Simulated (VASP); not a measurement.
# ZrS2 (P-3m1) in VASP: G0W0 quasiparticle levels with PBE

Aim: the G0W0 quasiparticle levels of ZrS2 with PBE.

Everything below comes from runs of VASP 6.6.1. Logs are shortened: lines on timing, memory, paths and dates and some standing lists are left out, and cuts for length are marked.

**1. The cell of the first run**

Symmetry: P-3m1, No. 164, trigonal system. The conventional cell has a = 3.674 Å, b = 3.674 Å, c = 5.857 Å, α = 90.00°, β = 90.00°, γ = 120.00°. Within 3.4 Å of Zr (site symmetry -3m) lie 6 S at 2.57 Å. S (site symmetry 3m) has 3 Zr at 2.57 Å within 3.4 Å.

**2. G0W0 quasiparticle levels, PBE**

The input, POSCAR:

```
ZrS2
1.0
    3.6743994548      0.0000000000      0.0000000000
   -1.8371997274      3.1821232716      0.0000000000
    0.0000000000      0.0000000000      5.8568616098
Zr S
1 2
Direct
    0.0000000000      0.0000000000      0.0000000000
    0.3333333333      0.6666666667      0.2462322151
    0.6666666667      0.3333333333      0.7537677849
```

The input, INCAR.step1:

```
SYSTEM = ZrS2
ALGO = Normal ; EDIFF = 1E-8
ENCUT = 500 ; GGA = PE
ISMEAR = 0 ; LASPH = .True.
LCHARG = .False. ; LREAL = .False.
LWAVE = .True. ; NELM = 100
PREC = Accurate ; SIGMA = 0.01
```

The input, INCAR.step2:

```
SYSTEM = ZrS2
ALGO = Exact ; EDIFF = 1E-8
ENCUT = 500 ; GGA = PE
ISMEAR = 0 ; ISTART = 1
LASPH = .True. ; LCHARG = .False.
LOPTICS = .True. ; LREAL = .False.
LWAVE = .True. ; NBANDS = 216
NELM = 1 ; PREC = Accurate
SIGMA = 0.01
```

The input, INCAR.step3:

```
SYSTEM = ZrS2
ALGO = EVGW0 ; EDIFF = 1E-8
ENCUT = 500 ; ENCUTGW = 120.0
GGA = PE ; ISMEAR = 0
ISTART = 1 ; LASPH = .True.
LCHARG = .False. ; LREAL = .False.
LWAVE = .False. ; NBANDS = 216
NBANDSGW = 20 ; NELMGW = 1
NOMEGA = 96 ; OMEGAMAX = 30
PREC = Accurate ; PRECFOCK = Fast
SIGMA = 0.01
```

The input, KPOINTS:

```
k-points
0
Gamma
  6 6 2
  0 0 0
```

Potentials or basis: VASP PAW PBE potentials, release 64 (Zr_sv_GW, S_GW).

Run with:

```sh
$ cat potpaw_PBE.64/Zr_sv_GW/POTCAR potpaw_PBE.64/S_GW/POTCAR > POTCAR
$ cp INCAR.step1 INCAR
$ mpirun -np 1 vasp_std > vasp.out
$ cp INCAR.step2 INCAR
$ mpirun -np 1 vasp_std > vasp.out
$ cp INCAR.step3 INCAR
$ mpirun -np 1 vasp_std > vasp.out
```

OUTCAR:

```text
SYSTEM = ZrS2
   EDIFF = 1E-8
   ENCUT = 500
   ENCUTGW = 120.0
   GGA = PE
   ISMEAR = 0
   ISTART = 1
   LASPH = .True.
   LREAL = .False.
   NELMGW = 1
   PREC = Accurate
   PRECFOCK = Fast

 ion  position               nearest neighbor table
   1  0.000  0.000  0.000-
   2  0.333  0.667  0.246-
   3  0.667  0.333  0.754-

  LATTYP: Found a hexagonal cell.
 ALAT       =     3.6743994548
 C/A-ratio  =     1.5939643149

  Lattice vectors:

 A1 = (   3.6743994548,   0.0000000000,   0.0000000000)
 A2 = (  -1.8371997274,   3.1821232716,   0.0000000000)
 A3 = (   0.0000000000,   0.0000000000,   5.8568616098)

Analysis of symmetry for initial positions (statically):
=====================================================================
 Subroutine PRICEL returns:
 Original cell was already a primitive cell.

 Routine SETGRP: Setting up the symmetry group for a
 hexagonal supercell.

 Subroutine GETGRP returns: Found 12 space group operations
 (whereof 12 operations were pure point group operations)
 out of a pool of 24 trial point group operations.

The static configuration has the point symmetry D_3d.

Analysis of symmetry for dynamics (positions and initial velocities):
=====================================================================
 Subroutine PRICEL returns:
 Original cell was already a primitive cell.

 Routine SETGRP: Setting up the symmetry group for a
 hexagonal supercell.

 Subroutine GETGRP returns: Found 12 space group operations
 (whereof 12 operations were pure point group operations)
 out of a pool of 24 trial point group operations.

The dynamic configuration has the point symmetry D_3d.

 Subroutine INISYM returns: Found 12 space group operations
 (whereof 12 operations are pure point group operations),
 and found     1 'primitive' translations

----------------------------------------------------------------------------------------

                                     Primitive cell

  volume of cell :      68.4807

  direct lattice vectors                    reciprocal lattice vectors
     3.674399455  0.000000000  0.000000000     0.272153317  0.157127791  0.000000000
    -1.837199727  3.182123272  0.000000000     0.000000000  0.314255582  0.000000000
     0.000000000  0.000000000  5.856861610     0.000000000  0.000000000  0.170739906

  length of vectors
     3.674399455  3.674399455  5.856861610     0.314255582  0.314255582  0.170739906

  position of ions in fractional coordinates (direct lattice)
     0.000000000  0.000000000  0.000000000
     0.333333333  0.666666667  0.246232215
     0.666666667  0.333333333  0.753767785

  ion indices of the primitive-cell ions
   primitive index   ion index
                 1           1
                 2           2
                 3           3

----------------------------------------------------------------------------------------

 KPOINTS: k-points

Automatic generation of k-mesh.
 Grid dimensions read from file:
 generate k-points for:    6    6    2

 Generating k-lattice:

  Cartesian coordinates                     Fractional coordinates (reciprocal lattice)
     0.045358886  0.026187965  0.000000000     0.166666667 -0.000000000  0.000000000
     0.000000000  0.052375930  0.000000000     0.000000000  0.166666667  0.000000000
     0.000000000  0.000000000  0.085369953     0.000000000  0.000000000  0.500000000

  Length of vectors
     0.052375930  0.052375930  0.085369953

  Shift w.r.t. Gamma in fractional coordinates (k-lattice)
     0.000000000  0.000000000  0.000000000

 Subroutine IBZKPT returns following result:
 ===========================================

 Found     14 irreducible k-points:

 Following reciprocal coordinates:
            Coordinates               Weight
  0.000000  0.000000  0.000000      1.000000
  0.166667 -0.000000  0.000000      6.000000
  0.333333 -0.000000  0.000000      6.000000
  0.500000 -0.000000  0.000000      3.000000
  0.166667  0.166667  0.000000      6.000000
  0.333333  0.166667  0.000000     12.000000
  0.333333  0.333333  0.000000      2.000000
  0.000000  0.000000  0.500000      1.000000
  0.166667 -0.000000  0.500000      6.000000
  0.333333 -0.000000  0.500000      6.000000
  0.500000 -0.000000  0.500000      3.000000
  0.166667  0.166667  0.500000      6.000000
  0.333333  0.166667  0.500000     12.000000
  0.333333  0.333333  0.500000      2.000000
   k-points           NKPTS =     14   k-points in BZ     NKDIM =     72   number of bands    NBANDS=    216
   number of dos      NEDOS =    301   number of ions     NIONS =      3
   total plane-waves  NPLWV =  37632
   dimension x,y,z NGX =    28 NGY =   28 NGZ =   48
   dimension x,y,z NGXF=    56 NGYF=   56 NGZF=   96
   ions per type =               1   2
   NGX,Y,Z   is equivalent  to a cutoff of  12.67, 12.67, 13.62 a.u.
   NGXF,Y,Z  is equivalent  to a cutoff of  25.34, 25.34, 27.25 a.u.
 SYSTEM =  ZrS2
   PREC   = accura    normal or accurate (medium, high low for compatibility)
   ISTART =      1    job   : 0-new  1-cont  2-samecut
   ICHARG =      0    charge: 1-file 2-atom 10-const
   ISPIN  =      1    spin polarized calculation?
   LNONCOLLINEAR =      F non collinear calculations
   LSORBIT =      F    spin-orbit coupling
   LASPH  =      T    aspherical Exc in radial PAW
   ENCUT  =  500.0 eV  36.75 Ry    6.06 a.u.   6.70  6.70 10.68*2*pi/ulx,y,z
   NELM   =     60;   NELMIN=  2; NELMDL=  0     # of ELM steps
   EDIFF  = 0.1E-07   stopping-criterion for ELM
   LREAL  =      F    real-space projection
   EDIFFG = 0.1E-06   stopping-criterion for IOM
   NSW    =      0    number of steps for IOM
   IBRION =     -1    ionic relax: 0-MD 1-quasi-New 2-CG
   NFREE  =      0    steps in history (QN), initial steepest desc. (CG)
   ISIF   =      0    stress and relaxation
   ISYM   =      3    0-nonsym 1-usesym 2-fastsym
   POTIM  = 0.5000    time-step for ionic-motion
   TEBEG  =    0.0;   TEEND  =   0.0 temperature during run
   PSTRESS=    0.0 pullay stress
   NELECT =      24.0000    total number of electrons
   NUPDOWN=      -1.0000    fix difference up-down
   EMIN   =  10.00;   EMAX   =-10.00  energy-range for DOS
   EFERMI =   0.00;   METHOD = LEGACY
   ISMEAR =     0;   SIGMA  =   0.01  broadening in eV -4-tet -1-fermi 0-gaus
   EFERMI_NEDOS =   21; number of points for ismear=-14 and -15
   IALGO  =     38    algorithm
   IMIX   =      4    mixing-type and parameters
     AMIX     =   0.40;   BMIX     =  1.00
     AMIX_MAG =   1.60;   BMIX_MAG =  1.00
  volume/ion in A,a.u.               =      22.83       154.04
  Fermi-wavevector in a.u.,A,eV,Ry     =   1.154221  2.181162 18.126050  1.332227
  Thomas-Fermi vector in A             =   2.290860
   LORBIT       =      0    0 simple, 1 ext, 2 COOP (PROOUT), +10 PAW based schemes
   GGA     = PE    functional components
   LHFCALC =     T    Hartree Fock is set to
   PRECFOCK=fast      Normal, Fast or Accurate (Low or Medium for compatibility)
   ENCUT4O =  -1.0   cutoff for four orbital integrals eV
   NKREDX  =     1    reduce k-point grid by
   NKREDY  =     1    reduce k-point grid by
   NKREDZ  =     1    reduce k-point grid by
   AEXX    =    1.0000 exact exchange contribution
   HFSCREEN=    0.0000 screening length (either q_TF or 0.3 A-1)
   HFSCREENC=   0.0000 screening length for correlation (either q_TF or 0.3 A-1)
   ENCUTFOCK=  -1.0 apply spherical cutoff to Coloumb kernel
   IVDW    =     0    specifies the selected vdW correction
   LEPSILON=     F    determine dielectric tensor
   LRPA    =     F    only Hartree local field effects (RPA)
   LRPAFORCE           =     F    calculate RPA forces
   ENCUTGW             = 120.0    cutoff for response function in eV
   ENCUTGWSOFT         =  96.0    soft cutoff for Coulomb kernel in GW response function in eV
   ENCUTLF             =  -1.0    cutoff for local field effects
   NELMGW              =     1    number of iterations in solving QP/BSE equation
   NELMHF              =     1    number of iterations in the inner HF iteration
   NKREDLFX            =     1    NKREDLFY  =   1   NKREDLFZ  =   1
 non-spin polarized calculation
 Gauss-broadening in eV      SIGMA  =   0.01
  energy-cutoff  :      500.00
  volume of cell :       68.48
 maximum number of plane-waves:      1785
 NGX is ok and might be reduce to    28
  NGX = 16; NGY = 16; NGZ = 28
   NGX = 13   NGY = 13   NGZ = 21
 maximum number of plane-waves:       218
 NGX is ok and might be reduce to    14

 QP shifts <psi_nk| G(iteration)W_0 |psi_nk>: iteration 1
 for sc-GW calculations column KS-energies equals QP-energies in previous step
 and V_xc(KS)=  KS-energies - (<T + V_ion + V_H > + <T+V_H+V_ion>^1  + <V_x>^1)

 k-point   1 :       0.0000    0.0000    0.0000
  band No.  KS-energies  QP-energies   sigma(KS)   V_xc(KS)     V^pw_x(r,r')   Z            occupation Imag(sigma)

      1     -44.4356     -44.9273     -21.5330     -20.6816     -34.2679       0.5776       2.0000       1.0486
      2     -22.5069     -23.2262     -20.4233     -19.3170     -27.5480       0.6502       2.0000       0.6263
      3     -22.3525     -23.1086     -20.6493     -19.4963     -27.5967       0.6558       2.0000       0.4833
      4     -22.3525     -23.1086     -20.6493     -19.4963     -27.5967       0.6558       2.0000       0.4833
      5      -8.1376      -8.3652     -13.5783     -13.2036     -21.2370       0.6071       2.0000       1.2100
      6      -6.6355      -6.9834     -14.6163     -14.0782     -21.4794       0.6467       2.0000       0.9591
[... 12 lines left out ...]
     19      10.4303      10.6025      -9.4910      -9.7132      -4.8723       0.7745       0.0000      -0.1532
     20      14.0496      14.4421      -9.8327     -10.3465      -4.7514       0.7638       0.0000      -0.2689

 k-point   2 :       0.1667   -0.0000    0.0000
  band No.  KS-energies  QP-energies   sigma(KS)   V_xc(KS)     V^pw_x(r,r')   Z            occupation Imag(sigma)

      1     -44.4304     -44.9239     -21.5370     -20.6852     -34.2685       0.5792       2.0000       1.0510
      2     -22.4926     -23.2210     -20.4515     -19.3342     -27.5521       0.6519       2.0000       0.5983
      3     -22.4180     -23.1655     -20.5647     -19.4221     -27.5889       0.6542       2.0000       0.5411
      4     -22.3665     -23.1233     -20.6372     -19.4817     -27.5966       0.6549       2.0000       0.4904
      5      -7.8644      -8.1235     -13.7752     -13.3515     -21.2584       0.6114       2.0000       1.1489
      6      -6.7090      -7.0373     -14.5853     -14.0704     -21.4982       0.6376       2.0000       0.9595
[... 12 lines left out ...]
     19      11.9733      12.2794     -10.5428     -10.9478      -5.5394       0.7557       0.0000      -0.2698
     20      13.8392      14.1575     -10.0153     -10.4336      -4.7770       0.7609       0.0000      -0.3410
[... 246 lines left out ...]
      3     -22.4512     -23.1982     -20.5346     -19.3859     -27.5669       0.6503       2.0000       0.5229
      4     -22.4416     -23.1998     -20.5602     -19.4003     -27.5877       0.6537       2.0000       0.5336
      5      -7.0811      -7.3550     -14.3397     -13.8996     -21.4808       0.6222       2.0000       1.0065
      6      -6.7391      -7.0655     -14.6229     -14.1095     -21.4984       0.6357       2.0000       0.9403
[... 12 lines left out ...]
     19      12.5650      12.8869     -10.2357     -10.6558      -5.1923       0.7662       0.0000      -0.2745
     20      13.7529      14.0388     -10.0644     -10.4430      -4.8341       0.7551       0.0000      -0.3343

 k-point  14 :       0.3333    0.3333    0.5000
  band No.  KS-energies  QP-energies   sigma(KS)   V_xc(KS)     V^pw_x(r,r')   Z            occupation Imag(sigma)

      1     -44.4138     -44.9134     -21.5501     -20.7001     -34.2706       0.5877       2.0000       1.0597
      2     -22.5294     -23.2778     -20.4438     -19.3037     -27.5806       0.6564       2.0000       0.6307
      3     -22.5294     -23.2778     -20.4438     -19.3037     -27.5806       0.6564       2.0000       0.6307
      4     -22.4427     -23.1976     -20.5542     -19.3954     -27.5676       0.6515       2.0000       0.4959
      5      -6.8429      -7.1410     -14.5373     -14.0623     -21.5160       0.6275       2.0000       0.9621
      6      -6.8429      -7.1410     -14.5373     -14.0623     -21.5160       0.6275       2.0000       0.9621
[... 12 lines left out ...]
     19      13.1947      13.5280     -10.7794     -11.2204      -5.3225       0.7557       0.0000      -0.3788
     20      13.1947      13.5280     -10.7794     -11.2204      -5.3225       0.7557       0.0000      -0.3788
```

Wall time 22 min (1 thread of AMD EPYC 9R45 (Zen 5), shared host); peak memory 1.2 GiB.

Results:

```yaml
Quasiparticle_gap: 1.76 eV
Least_direct_quasiparticle_gap: 2.51 eV
Band_gap_of_the_starting_levels_on_the_mesh: 0.88 eV
Least_direct_gap_of_the_starting_levels_on_the_mesh: 1.49 eV
```

Caveat: the k points lie up to 0.54 Å⁻¹ apart; bands, screening cutoff and mesh are small and nothing is extrapolated, so the quasiparticle values aren't converged.
